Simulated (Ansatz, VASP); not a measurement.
Two plane-wave programs on Br

```
Br
1.0
     3.78410    0.00000    0.00000
    -1.89205    3.27713    0.00000
     0.00000    0.00000    2.59008
Br
1
Direct
  0.00000 0.00000 0.00000
```

Change from the starting cell: volume scaled by 0.9, PAW files.

Alike in both runs: task single point; functional PBE; k mesh 15 × 15 × 14; occupations fermi-dirac, width 0.1 eV; no spin polarisation.

```csv
,VASP,Ansatz
version,VASP 6.6.1,Ansatz 0.2.0
potentials or method,"VASP PAW PBE potentials, release 64 (Br)","PAW with Ansatz's default frozen-core files, scalar-relativistic"
plane-wave cutoff (eV),520,420
valence electrons in the cell,7,7
```

|  | VASP | Ansatz | Ansatz less VASP |
| --- | --- | --- | --- |
| pressure (GPa) | 0.9 | 0.9 | 0.00 |
